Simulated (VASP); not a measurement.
# Sc3AlN4 (P4/mmm) in VASP: single point with PBE

Aim: the single point of Sc3AlN4 with PBE.

Everything below comes from runs of VASP 6.6.1. Logs are shortened: lines on timing, memory, paths and dates and some standing lists are left out, and cuts for length are marked.

## Step 1: The cell of the first run

The structure is tetragonal, space group P4/mmm (No. 123). The conventional cell has a = 3.142 Å, b = 3.142 Å, c = 8.793 Å, α = 90.00°, β = 90.00°, γ = 90.00°. Sc (site symmetry 4mm) has 6 N at 2.12 to 2.28 Å within 2.8 Å. Within 2.9 Å of Sc (site symmetry 4/mmm) lie 6 N at 2.22 to 2.31 Å. Within 2.8 Å of Al (site symmetry 4/mmm) lie 6 N at 2.08 to 2.22 Å. Within 2.9 Å of N (site symmetry 4/mmm) lie 6 Sc at 2.22 to 2.28 Å. Within 2.8 Å of N (site symmetry 4mm) lie 1 Al at 2.08 Å and 5 Sc at 2.22 to 2.31 Å. Within 2.8 Å of N (site symmetry 4/mmm) lie 2 Sc at 2.12 Å and 4 Al at 2.22 Å.

## Step 2: Single point, PBE

Input file INCAR:

```
PREC     = Accurate       # precision mode
ENCUT    = 520            # plane-wave cutoff, eV
EDIFF    = 1E-6           # SCF threshold, eV
ISMEAR   = 0              # smearing method
SIGMA    = 0.01           # smearing width, eV
LREAL    = False          # projectors in reciprocal space
LASPH    = True           # aspherical terms in the spheres
NELM     = 60             # most SCF steps
ALGO     = Normal         # electronic algorithm
ISIF     = 2              # what is computed and relaxed
LWAVE    = False          # write WAVECAR
LCHARG   = False          # write CHGCAR
GGA      = PE             # functional
NBANDS   = 38             # bands
```

Input file KPOINTS:

```
Automatic mesh
0
Gamma
  12 12 4
```

Input file POSCAR:

```
Sc3AlN4
1.0
    3.1421585286      0.0000000000      0.0000000000
    0.0000000000      3.1421585286      0.0000000000
    0.0000000000      0.0000000000      8.7927775568
Sc Al N
3 1 4
Direct
    0.0000000000      0.0000000000      0.7409208531
    0.5000000000      0.5000000000      0.0000000000
    0.0000000000      0.0000000000      0.2590791469
    0.5000000000      0.5000000000      0.5000000000
    0.0000000000      0.0000000000      0.0000000000
    0.5000000000      0.5000000000      0.2629936968
    0.0000000000      0.0000000000      0.5000000000
    0.5000000000      0.5000000000      0.7370063032
```

Potentials or basis: VASP PAW PBE potentials, release 64 (Sc_sv, Al, N).

Started as:

```sh
$ cat potpaw_PBE.64/Sc_sv/POTCAR potpaw_PBE.64/Al/POTCAR potpaw_PBE.64/N/POTCAR > POTCAR
$ mpirun -np 1 vasp_std > vasp.out
```

OUTCAR:

```text
PREC = Accurate
   ENCUT = 520
   EDIFF = 1E-6
   ISMEAR = 0
   LREAL = False
   LASPH = True
   NELM = 60
   ISIF = 2
   GGA = PE

 ion  position               nearest neighbor table
   1  0.000  0.000  0.741-   7 2.12   8 2.22   8 2.22   8 2.22   8 2.22   5 2.28   4 3.07   4 3.07
                             4 3.07   4 3.07   2 3.18   2 3.18   2 3.18   2 3.18
   2  0.500  0.500  0.000-   5 2.22   5 2.22   5 2.22   5 2.22   8 2.31   6 2.31   3 3.18   3 3.18
                             1 3.18   3 3.18   1 3.18   1 3.18   3 3.18   1 3.18
   3  0.000  0.000  0.259-   7 2.12   6 2.22   6 2.22   6 2.22   6 2.22   5 2.28   4 3.07   4 3.07
                             4 3.07   4 3.07   2 3.18   2 3.18   2 3.18   2 3.18
   4  0.500  0.500  0.500-   6 2.08   8 2.08   7 2.22   7 2.22   7 2.22   7 2.22   3 3.07   3 3.07
                             1 3.07   3 3.07   1 3.07   1 3.07   3 3.07   1 3.07
   5  0.000  0.000  0.000-   2 2.22   2 2.22   2 2.22   2 2.22   3 2.28   1 2.28
   6  0.500  0.500  0.263-   4 2.08   3 2.22   3 2.22   3 2.22   3 2.22   2 2.31
   7  0.000  0.000  0.500-   1 2.12   3 2.12   4 2.22   4 2.22   4 2.22   4 2.22
   8  0.500  0.500  0.737-   4 2.08   1 2.22   1 2.22   1 2.22   1 2.22   2 2.31

  LATTYP: Found a simple tetragonal cell.
 ALAT       =     3.1421585286
 C/A-ratio  =     2.7983239791

  Lattice vectors:

 A1 = (   3.1421585286,   0.0000000000,   0.0000000000)
 A2 = (   0.0000000000,   3.1421585286,   0.0000000000)
 A3 = (   0.0000000000,   0.0000000000,   8.7927775568)

Analysis of symmetry for initial positions (statically):
=====================================================================
 Subroutine PRICEL returns:
 Original cell was already a primitive cell.

 Routine SETGRP: Setting up the symmetry group for a
 simple tetragonal supercell.

 Subroutine GETGRP returns: Found 16 space group operations
 (whereof 16 operations were pure point group operations)
 out of a pool of 16 trial point group operations.

The static configuration has the point symmetry D_4h.

Analysis of symmetry for dynamics (positions and initial velocities):
=====================================================================
 Subroutine PRICEL returns:
 Original cell was already a primitive cell.

 Routine SETGRP: Setting up the symmetry group for a
 simple tetragonal supercell.

 Subroutine GETGRP returns: Found 16 space group operations
 (whereof 16 operations were pure point group operations)
 out of a pool of 16 trial point group operations.

The dynamic configuration has the point symmetry D_4h.

 Subroutine INISYM returns: Found 16 space group operations
 (whereof 16 operations are pure point group operations),
 and found     1 'primitive' translations

----------------------------------------------------------------------------------------

                                     Primitive cell

  volume of cell :      86.8125

  direct lattice vectors                    reciprocal lattice vectors
     3.142158529  0.000000000  0.000000000     0.318252561  0.000000000  0.000000000
     0.000000000  3.142158529  0.000000000     0.000000000  0.318252561  0.000000000
     0.000000000  0.000000000  8.792777557     0.000000000  0.000000000  0.113729705

  length of vectors
     3.142158529  3.142158529  8.792777557     0.318252561  0.318252561  0.113729705

  position of ions in fractional coordinates (direct lattice)
     0.000000000  0.000000000  0.740920853
     0.500000000  0.500000000  0.000000000
     0.000000000  0.000000000  0.259079147
     0.500000000  0.500000000  0.500000000
     0.000000000  0.000000000  0.000000000
     0.500000000  0.500000000  0.262993697
     0.000000000  0.000000000  0.500000000
     0.500000000  0.500000000  0.737006303

  ion indices of the primitive-cell ions
   primitive index   ion index
                 1           1
                 2           2
                 3           3
                 4           4
                 5           5
                 6           6
                 7           7
                 8           8

----------------------------------------------------------------------------------------

 KPOINTS: Automatic mesh

Automatic generation of k-mesh.
 Grid dimensions read from file:
 generate k-points for:   12   12    4

 Generating k-lattice:

  Cartesian coordinates                     Fractional coordinates (reciprocal lattice)
     0.026521047  0.000000000  0.000000000     0.083333333  0.000000000  0.000000000
     0.000000000  0.026521047  0.000000000     0.000000000  0.083333333  0.000000000
     0.000000000  0.000000000  0.028432426     0.000000000  0.000000000  0.250000000

  Length of vectors
     0.026521047  0.026521047  0.028432426

  Shift w.r.t. Gamma in fractional coordinates (k-lattice)
     0.000000000  0.000000000  0.000000000

 Subroutine IBZKPT returns following result:
 ===========================================

 Found     84 irreducible k-points:

 Following reciprocal coordinates:
            Coordinates               Weight
  0.000000  0.000000  0.000000      1.000000
  0.083333  0.000000  0.000000      4.000000
  0.166667  0.000000  0.000000      4.000000
  0.250000  0.000000  0.000000      4.000000
  0.333333  0.000000  0.000000      4.000000
  0.416667  0.000000  0.000000      4.000000
[... 16 lines left out ...]
  0.333333  0.333333  0.000000      4.000000
  0.416667  0.333333  0.000000      8.000000
 [... further k-points ...]
   k-points           NKPTS =     84   k-points in BZ     NKDIM =     84   number of bands    NBANDS=     38
   number of dos      NEDOS =    301   number of ions     NIONS =      8
   total plane-waves  NPLWV =  40320
   dimension x,y,z NGX =    24 NGY =   24 NGZ =   70
   dimension x,y,z NGXF=    48 NGYF=   48 NGZF=  140
   ions per type =               3   1   4
   NGX,Y,Z   is equivalent  to a cutoff of  12.70, 12.70, 13.23 a.u.
   NGXF,Y,Z  is equivalent  to a cutoff of  25.40, 25.40, 26.47 a.u.
 SYSTEM =  unknown system
   PREC   = accura    normal or accurate (medium, high low for compatibility)
   ISTART =      0    job   : 0-new  1-cont  2-samecut
   ICHARG =      2    charge: 1-file 2-atom 10-const
   ISPIN  =      1    spin polarized calculation?
   LNONCOLLINEAR =      F non collinear calculations
   LSORBIT =      F    spin-orbit coupling
   LASPH  =      T    aspherical Exc in radial PAW
   ENCUT  =  520.0 eV  38.22 Ry    6.18 a.u.   5.84  5.84 16.35*2*pi/ulx,y,z
   NELM   =     60;   NELMIN=  2; NELMDL= -5     # of ELM steps
   EDIFF  = 0.1E-05   stopping-criterion for ELM
   LREAL  =      F    real-space projection
   EDIFFG = 0.1E-04   stopping-criterion for IOM
   NSW    =      0    number of steps for IOM
   IBRION =     -1    ionic relax: 0-MD 1-quasi-New 2-CG
   NFREE  =      0    steps in history (QN), initial steepest desc. (CG)
   ISIF   =      2    stress and relaxation
   ISYM   =      2    0-nonsym 1-usesym 2-fastsym
   POTIM  = 0.5000    time-step for ionic-motion
   TEBEG  =    0.0;   TEEND  =   0.0 temperature during run
   PSTRESS=    0.0 pullay stress
   NELECT =      56.0000    total number of electrons
   NUPDOWN=      -1.0000    fix difference up-down
   EMIN   =  10.00;   EMAX   =-10.00  energy-range for DOS
   EFERMI =   0.00;   METHOD = LEGACY
   ISMEAR =     0;   SIGMA  =   0.01  broadening in eV -4-tet -1-fermi 0-gaus
   EFERMI_NEDOS =   21; number of points for ismear=-14 and -15
   IALGO  =     38    algorithm
   IMIX   =      4    mixing-type and parameters
     AMIX     =   0.40;   BMIX     =  1.00
     AMIX_MAG =   1.60;   BMIX_MAG =  1.00
  volume/ion in A,a.u.               =      10.85        73.23
  Fermi-wavevector in a.u.,A,eV,Ry     =   1.414523  2.673061 27.223570  2.000876
  Thomas-Fermi vector in A             =   2.536057
   LORBIT       =      0    0 simple, 1 ext, 2 COOP (PROOUT), +10 PAW based schemes
   GGA     = PE    functional components
   LHFCALC =     F    Hartree Fock is set to
   AEXX    =    0.0000 exact exchange contribution
   IVDW    =     0    specifies the selected vdW correction
   LEPSILON=     F    determine dielectric tensor
   LRPA    =     F    only Hartree local field effects (RPA)
 non-spin polarized calculation
 Gauss-broadening in eV      SIGMA  =   0.01
  energy-cutoff  :      520.00
  volume of cell :       86.81
 maximum number of plane-waves:      2384
 NGX is ok and might be reduce to    24
   NGX = 11   NGY = 11   NGZ = 33

 number of electron      55.9999992 magnetization

 Free energy of the ion-electron system (eV)
  ---------------------------------------------------
  ext. energy  EPLUGINS =         0.00000000
  ---------------------------------------------------
  free energy    TOTEN  =       -68.99009332 eV

  energy without entropy =      -68.99009332  energy(sigma->0) =      -68.99009332

 E-fermi :   6.4383     XC(G=0): -11.8860

 val. band max:        6.3692083123   @ k =   0.0000   0.0000   0.0000
 cond. band min:       6.5036804304   @ k =   0.0000   0.0000   0.0000
 fundamental gap:      0.1344721181
 Fermi energy:         6.4383056286

 k-point     1 :       0.0000    0.0000    0.0000
  band No.  band energies     occupation
      1     -41.9585      2.00000
      2     -41.6824      2.00000
      3     -41.6760      2.00000
      4     -20.7987      2.00000
      5     -20.4846      2.00000
      6     -20.4706      2.00000
[... 30 lines left out ...]
     37      10.8235      0.00000
     38      10.9841      0.00000

 k-point     2 :       0.0833    0.0000    0.0000
  band No.  band energies     occupation
      1     -41.9556      2.00000
      2     -41.6799      2.00000
      3     -41.6739      2.00000
      4     -20.7947      2.00000
      5     -20.5452      2.00000
      6     -20.4657      2.00000
[... 30 lines left out ...]
     37      11.0055      0.00000
     38      11.2272      0.00000
[... 859 lines left out ...]
     37      11.5432      0.00000
     38      11.6565      0.00000

 k-point    24 :       0.4167    0.3333    0.0000
  band No.  band energies     occupation
      1     -41.8898      2.00000
      2     -41.6203      2.00000
      3     -41.6196      2.00000
      4     -20.8146      2.00000
      5     -20.7282      2.00000
      6     -20.7013      2.00000
[... 30 lines left out ...]
     37      11.6978      0.00000
     38      11.8496      0.00000

 [... further k-points ...]
[... 5 lines left out ...]
  --------------------------------------------------------------------------------------
  -------------------------------------------------------------------------------------
  Total        0.4138466      0.4138466      0.4494134      0.0000000      0.0000000     -0.0000000
  in kB        7.6377904      7.6377904      8.2941964      0.0000000      0.0000000     -0.0000000
  external PRESSURE =       7.8565924 kB  Pullay stress =       0.0000000 kB

 VOLUME and BASIS-vectors are now :
 -----------------------------------------------------------------------------
  energy-cutoff  :      520.00
  volume of cell :       86.81
      direct lattice vectors                 reciprocal lattice vectors
     3.142158529  0.000000000  0.000000000     0.318252561  0.000000000  0.000000000
     0.000000000  3.142158529  0.000000000     0.000000000  0.318252561  0.000000000
     0.000000000  0.000000000  8.792777557     0.000000000  0.000000000  0.113729705

 POSITION                                       TOTAL-FORCE (eV/Angst)
 -----------------------------------------------------------------------------------
      0.00000      0.00000      6.51475         0.000000     -0.000000      0.028191
      1.57108      1.57108      0.00000         0.000000      0.000000      0.000000
      0.00000      0.00000      2.27803         0.000000     -0.000000     -0.028191
      1.57108      1.57108      4.39639         0.000000      0.000000      0.000000
      0.00000      0.00000      0.00000         0.000000      0.000000      0.000000
      1.57108      1.57108      2.31245         0.000000      0.000000      0.031348
      0.00000      0.00000      4.39639         0.000000      0.000000      0.000000
      1.57108      1.57108      6.48033         0.000000     -0.000000     -0.031348
 -----------------------------------------------------------------------------------
    total drift:                                0.000000     -0.000000     -0.000000

  FREE ENERGIE OF THE ION-ELECTRON SYSTEM (eV)
  ---------------------------------------------------
  free  energy   TOTEN  =       -68.9900933151 eV

  energy  without entropy=      -68.9900933151  energy(sigma->0) =      -68.99009332
```

It took 3 min on 1 thread of Intel Xeon Platinum 8375C at 2.90GHz (Ice Lake), shared host; peak memory 0.34 GiB.

What came out:

| Item | Value |
| --- | --- |
| Free energy | -68.9901 eV |
| Pressure | 0.8 GPa |
| Largest force | 0.031 eV/Å |
| Band gap on the k mesh | 0.13 eV, direct |

Forces in eV/Å, atoms in the order of the input:
```
Sc   0.000  0.000  0.028
Sc   0.000  0.000  0.000
Sc   0.000  0.000 -0.028
Al   0.000  0.000  0.000
N    0.000  0.000  0.000
N    0.000  0.000  0.031
N    0.000  0.000  0.000
N    0.000  0.000 -0.031
```

Levels at points of the mesh, in eV from the valence-band top:
| k point | band 26 | band 27 | band 28 | band 29 | band 30 | band 31 |
| --- | --- | --- | --- | --- | --- | --- |
| (0.00, 0.00, 0.00) | -0.09 | 0.00 | 0.00 | 0.13 | 1.02 | 1.71 |
| (0.50, 0.00, 0.00) | -1.94 | -1.88 | -1.34 | 4.13 | 4.21 | 4.25 |
| (0.50, 0.50, 0.00) | -1.05 | -1.05 | -0.80 | 0.41 | 0.41 | 3.50 |
| (0.00, 0.00, 0.50) | -0.42 | -0.36 | -0.36 | 0.19 | 0.85 | 1.84 |
| (0.50, 0.00, 0.50) | -2.19 | -1.61 | -1.37 | 4.09 | 4.12 | 4.19 |
| (0.50, 0.50, 0.50) | -1.85 | -1.79 | -1.79 | 1.46 | 1.46 | 2.53 |

A k mesh can miss the band edges.
